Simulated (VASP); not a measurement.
# Mg (P-1) in VASP: single point with PBE

Aim: the single point of Mg with PBE.

Program: VASP 6.6.1. These are calculated values, not measurements. Logs are shortened: lines on timing, memory, paths and dates and some standing lists are left out, and cuts for length are marked.

**1. The cell of the first run**

The typed cell holds 2 atoms: a = 3.209 Å, b = 3.209 Å, c = 5.210 Å, α = 90.00°, β = 90.00°, γ = 120.00°.

**2. Single point, PBE (one atom moved)**

The input, INCAR:

```
SYSTEM = Mg
PREC = Accurate
ENCUT = 520
EDIFF = 1E-6
ISMEAR = 0
SIGMA = 0.1
LREAL = .False.
LASPH = .True.
NELM = 60
ALGO = Fast
ISIF = 2
LWAVE = .False.
LCHARG = .False.
GGA = PE
NBANDS = 9
```

The input, KPOINTS:

```
Automatic mesh
0
Gamma
  15 15 8
  0 0 0
```

The input, POSCAR:

```
Mg
1.0
    3.2092715325      0.0000000000      0.0000000000
   -1.6046357662      2.7793106748      0.0000000000
    0.0000000000      0.0000000000      5.2103300000
Mg
2
Direct
    0.2270106409      0.5912486856      0.2078625538
    0.6666666667      0.3333333333      0.7500000000
```

Potentials or basis: VASP PAW PBE potentials, release 64 (Mg).

On the command line:

```sh
$ cat potpaw_PBE.64/Mg/POTCAR > POTCAR
$ mpirun -np 1 vasp_std > vasp.out
```

OUTCAR:

```text
SYSTEM = Mg
   PREC = Accurate
   ENCUT = 520
   EDIFF = 1E-6
   ISMEAR = 0
   LREAL = .False.
   LASPH = .True.
   NELM = 60
   ISIF = 2
   GGA = PE

 ion  position               nearest neighbor table
   1  0.227  0.591  0.208-   2 2.85   2 3.09   2 3.16   2 3.23   2 3.44   2 3.50
   2  0.667  0.333  0.750-   1 2.85   1 3.09   1 3.16   1 3.23   1 3.44   1 3.50

  LATTYP: Found a hexagonal cell.
 ALAT       =     3.2092715325
 C/A-ratio  =     1.6235242008

  Lattice vectors:

 A1 = (   3.2092715325,   0.0000000000,   0.0000000000)
 A2 = (  -1.6046357662,   2.7793106748,   0.0000000000)
 A3 = (   0.0000000000,   0.0000000000,   5.2103300000)

Analysis of symmetry for initial positions (statically):
=====================================================================
 Subroutine PRICEL returns:
 Original cell was already a primitive cell.

 Routine SETGRP: Setting up the symmetry group for a
 hexagonal supercell.

 Subroutine GETGRP returns: Found  2 space group operations
 (whereof  1 operations were pure point group operations)
 out of a pool of 24 trial point group operations.

The static configuration has the point symmetry C_1 .
 The point group associated with its full space group is S_2 .

Analysis of symmetry for dynamics (positions and initial velocities):
=====================================================================
 Subroutine PRICEL returns:
 Original cell was already a primitive cell.

 Routine SETGRP: Setting up the symmetry group for a
 hexagonal supercell.

 Subroutine GETGRP returns: Found  2 space group operations
 (whereof  1 operations were pure point group operations)
 out of a pool of 24 trial point group operations.

The dynamic configuration has the point symmetry C_1 .
 The point group associated with its full space group is S_2 .

 Subroutine INISYM returns: Found  2 space group operations
 (whereof  1 operations are pure point group operations),
 and found     1 'primitive' translations

----------------------------------------------------------------------------------------

                                     Primitive cell

  volume of cell :      46.4739

  direct lattice vectors                    reciprocal lattice vectors
     3.209271532  0.000000000  0.000000000     0.311597193  0.179900723  0.000000000
    -1.604635766  2.779310675  0.000000000     0.000000000  0.359801446  0.000000000
     0.000000000  0.000000000  5.210330000     0.000000000  0.000000000  0.191926423

  length of vectors
     3.209271532  3.209271532  5.210330000     0.359801446  0.359801446  0.191926423

  position of ions in fractional coordinates (direct lattice)
     0.227010641  0.591248686  0.207862554
     0.666666667  0.333333333  0.750000000

[... 81 lines left out ...]
   NFREE  =      0    steps in history (QN), initial steepest desc. (CG)
   ISIF   =      2    stress and relaxation
   ISYM   =      2    0-nonsym 1-usesym 2-fastsym
   POTIM  = 0.5000    time-step for ionic-motion
   TEBEG  =    0.0;   TEEND  =   0.0 temperature during run
   PSTRESS=    0.0 pullay stress
   NELECT =       4.0000    total number of electrons
   NUPDOWN=      -1.0000    fix difference up-down
   EMIN   =  10.00;   EMAX   =-10.00  energy-range for DOS
   EFERMI =   0.00;   METHOD = LEGACY
   ISMEAR =     0;   SIGMA  =   0.10  broadening in eV -4-tet -1-fermi 0-gaus
   EFERMI_NEDOS =   21; number of points for ismear=-14 and -15
   IALGO  =     68    algorithm
   IMIX   =      4    mixing-type and parameters
     AMIX     =   0.40;   BMIX     =  1.00
     AMIX_MAG =   1.60;   BMIX_MAG =  1.00
  volume/ion in A,a.u.               =      23.24       156.81
  Fermi-wavevector in a.u.,A,eV,Ry     =   0.722812  1.365916  7.108458  0.522457
  Thomas-Fermi vector in A             =   1.812869
   LORBIT       =      0    0 simple, 1 ext, 2 COOP (PROOUT), +10 PAW based schemes
   GGA     = PE    functional components
   LHFCALC =     F    Hartree Fock is set to
   AEXX    =    0.0000 exact exchange contribution
   IVDW    =     0    specifies the selected vdW correction
   LEPSILON=     F    determine dielectric tensor
   LRPA    =     F    only Hartree local field effects (RPA)
 non-spin polarized calculation
 RMM-DIIS sequential band-by-band and
 Gauss-broadening in eV      SIGMA  =   0.10
  energy-cutoff  :      520.00
  volume of cell :       46.47
 maximum number of plane-waves:      1272
   NGX = 11   NGY = 11   NGZ = 19

 number of electron       4.0000000 magnetization

 Free energy of the ion-electron system (eV)
  ---------------------------------------------------
  ext. energy  EPLUGINS =         0.00000000
  ---------------------------------------------------
  free energy    TOTEN  =        -2.90932009 eV

  energy without entropy =       -2.90456948  energy(sigma->0) =       -2.90694479

 E-fermi :   2.5561     XC(G=0):  -8.4425

 val. band max:        2.5504148134   @ k =  -0.4000  -0.1333   0.3750
 cond. band min:       2.5685461767   @ k =  -0.0667  -0.4000  -0.2500
 fundamental gap:      0.0181313633
 Fermi energy:         2.5560843338

 k-point     1 :       0.0000    0.0000    0.0000
  band No.  band energies     occupation
      1      -4.3393      2.00000
      2       0.9420      2.00000
      3       1.3210      2.00000
      4      13.3427      0.00000
      5      13.3873      0.00000
      6      13.4331      0.00000
      7      13.4451      0.00000
      8      14.4864      0.00000
      9      15.3378      0.00000
[... 265 lines left out ...]
 k-point    24 :      -0.0667    0.1333    0.0000
  band No.  band energies     occupation
      1      -4.0793      2.00000
      2       1.1802      2.00000
      3       1.5745      2.00000
      4      10.4953      0.00000
      5      10.7445      0.00000
      6      13.9112      0.00000
      7      14.2788      0.00000
      8      15.2582      0.00000
      9      15.4776      0.00000

 [... further k-points ...]
[... 5 lines left out ...]
  --------------------------------------------------------------------------------------
  -------------------------------------------------------------------------------------
  Total        0.1868944     -0.1633883      0.2346934      0.1640395      0.1687545      0.2531861
  in kB        6.4431480     -5.6327800      8.0910096      5.6552304      5.8177798      8.7285426
  external PRESSURE =       2.9671259 kB  Pullay stress =       0.0000000 kB

 VOLUME and BASIS-vectors are now :
 -----------------------------------------------------------------------------
  energy-cutoff  :      520.00
  volume of cell :       46.47
      direct lattice vectors                 reciprocal lattice vectors
     3.209271532  0.000000000  0.000000000     0.311597193  0.179900723  0.000000000
    -1.604635766  2.779310675  0.000000000     0.000000000  0.359801446  0.000000000
     0.000000000  0.000000000  5.210330000     0.000000000  0.000000000  0.191926423

 POSITION                                       TOTAL-FORCE (eV/Angst)
 -----------------------------------------------------------------------------------
     -0.22020      1.64326      1.08303         0.235489      0.157645      0.632733
      1.60464      0.92644      3.90775        -0.235489     -0.157645     -0.632733
 -----------------------------------------------------------------------------------
    total drift:                                0.000000      0.000000     -0.000003

  FREE ENERGIE OF THE ION-ELECTRON SYSTEM (eV)
  ---------------------------------------------------
  free  energy   TOTEN  =        -2.9093200897 eV

  energy  without entropy=       -2.9045694827  energy(sigma->0) =       -2.90694479
```

Wall time 75 s (1 thread of Intel Xeon 6975P-C (Granite Rapids), shared host); peak memory 0.45 GiB.

What came out:

- Free energy: -2.9093 eV
- Pressure: 0.3 GPa
- Largest force: 0.693 eV/Å
- Band gap on the k mesh: zero (band 2 reaches 3.52 eV, above the bottom of band 3 at 1.32 eV)

Forces in eV/Å, atoms in the order of the input:
```
Mg   0.235  0.158  0.633
Mg  -0.235 -0.158 -0.633
```

Caveat: the cell differs from its parent crystal (one atom moved).
